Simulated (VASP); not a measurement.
KSi6:

```xyz
7
Lattice="5.1141 0.0000 0.0000 0.0000 5.1141 0.0000 0.0000 0.0000 5.1141" Properties=species:S:1:pos:R:3 pbc="T T T"
Si    1.0075    2.5571    2.5571
Si    2.5571    1.0075    2.5571
Si    4.1066    2.5571    2.5571
Si    2.5571    4.1066    2.5571
Si    2.5571    2.5571    1.0075
Si    2.5571    2.5571    4.1066
K     0.0000    0.0000    0.0000
```

```yaml
Program: VASP 6.6.1
Task: relaxation of cell and atoms
Functional: PBEsol
Potentials_or_basis: VASP PAW PBE potentials, release 64 (Si, K_sv)
Cutoff: 500 eV
k_mesh: 7 × 7 × 7
Occupations: fermi-dirac, width 0.1 eV
Spin: no spin polarisation
```

At the start: pressure 33.7 GPa; volume 19.11 Å³/atom.

Question: Where does the relaxation end?

Answer: Over 9 steps the energy falls by 693.6 meV/atom and the volume is 28.66 Å³/atom (+50.0 %); space group Pm-3m (No. 221, to 0.1 Å) before and after.

The path:
| step | energy change (eV) | largest force (eV/Å) | pressure (GPa) | volume (Å³) |
| --- | --- | --- | --- | --- |
| 1 | 0.0000 | 1.3968 | 33.69 | 133.76 |
| 2 | -3.8935 | 2.0013 | -3.20 | 227.58 |
| 3 | -4.4457 | 1.9448 | 1.86 | 189.68 |
| 4 | -4.4479 | 1.9798 | 0.90 | 194.19 |
| 5 | -4.8350 | 0.1848 | -0.55 | 206.85 |
| 6 | -4.8471 | 0.0952 | -0.60 | 204.65 |
| 7 | -4.8546 | 0.0318 | -0.11 | 201.50 |
| 8 | -4.8547 | 0.0496 | -0.04 | 201.08 |
| 9 | -4.8551 | 0.0089 | -0.01 | 200.60 |

Final structure:
```cif
data_structure
_symmetry_space_group_name_H-M 'P 1'
_symmetry_Int_Tables_number 1
_cell_length_a 5.8538
_cell_length_b 5.8538
_cell_length_c 5.8538
_cell_angle_alpha 90.000
_cell_angle_beta 90.000
_cell_angle_gamma 90.000
_cell_volume 200.60
loop_
_atom_site_label
_atom_site_type_symbol
_atom_site_fract_x
_atom_site_fract_y
_atom_site_fract_z
_atom_site_occupancy
Si1 Si 0.19960 0.50000 0.50000 1
Si2 Si 0.50000 0.19960 0.50000 1
Si3 Si 0.80041 0.50000 0.50000 1
Si4 Si 0.50000 0.80041 0.50000 1
Si5 Si 0.50000 0.50000 0.19960 1
Si6 Si 0.50000 0.50000 0.80041 1
K1 K 0.00000 0.00000 0.00000 1
```

Caveat: the volume moved by over 15 % at a fixed basis, so the end points are rough; the PAW data sets were made with another functional, which shifts forces and pressure a little.
